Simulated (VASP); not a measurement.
Write the native input for VASP 6.6.1 that does the following.

- Task: single point
- Functional: PBE
- Potentials or basis: VASP PAW PBE potentials, release 64 (Ga_d, Hg, O)
- Cutoff: 520 eV
- k mesh: 8 × 8 × 8
- Occupations: gaussian, width 0.1 eV
- Spin: no spin polarisation
- Dipole correction: no
- Further INCAR settings: ALGO = Normal; EDIFF = 1e-06; NBANDS = 44

The structure of Ga4HgO lies in POSCAR:

```
Ga4HgO
1.0
    0.0000000000      3.8526544824      3.8526544824
    3.8526544824      0.0000000000      3.8526544824
    3.8526544824      3.8526544824      0.0000000000
Ga Hg O
4 1 1
Direct
    0.8769581907      0.3743472698      0.3743472698
    0.3743472698      0.3743472698      0.3743472698
    0.3743472698      0.8769581907      0.3743472698
    0.3743472698      0.3743472698      0.8769581907
    0.7500000000      0.7500000000      0.7500000000
    0.0000000000      0.0000000000      0.0000000000
```

The cell was generated, and may not be a known phase.

One way to write it, as run:

INCAR

```
SYSTEM = Ga4HgO
ALGO     = Normal         ! electronic algorithm
EDIFF    = 1E-6           ! SCF threshold, eV
ENCUT    = 520            ! plane-wave cutoff, eV
GGA      = PE             ! functional
ISIF     = 2              ! what is computed and relaxed
ISMEAR   = 0              ! smearing method
LASPH    = .TRUE.         ! aspherical terms in the spheres
LCHARG   = .TRUE.         ! write CHGCAR
LELF     = .TRUE.         ! ELF
LREAL    = .FALSE.        ! projectors in reciprocal space
LVHAR    = .TRUE.       
LWAVE    = .FALSE.        ! write WAVECAR
NBANDS   = 44             ! bands
NELM     = 100            ! most SCF steps
PREC     = Accurate       ! precision mode
SIGMA    = 0.1            ! smearing width, eV
```

KPOINTS

```
k-points
0
G
  8 8 8
  0 0 0
```

Potentials or basis: VASP PAW PBE potentials, release 64 (Ga_d, Hg, O).

Run with:

```sh
$ cat potpaw_PBE.64/Ga_d/POTCAR potpaw_PBE.64/Hg/POTCAR potpaw_PBE.64/O/POTCAR > POTCAR
$ mpirun -np 1 vasp_std > vasp.out
```

It gave:

The pressure is 0.1 GPa. The band gap on the k mesh is zero (bands 35 and 36 overlap by 1.11 eV).

Caveat: spin-orbit coupling is left out, which moves the levels of the heavy elements.

It took 2.7 min on 1 thread of Intel(R) Xeon(R) 6975P-C (Granite Rapids) (shared host), peak memory 0.33 GiB.
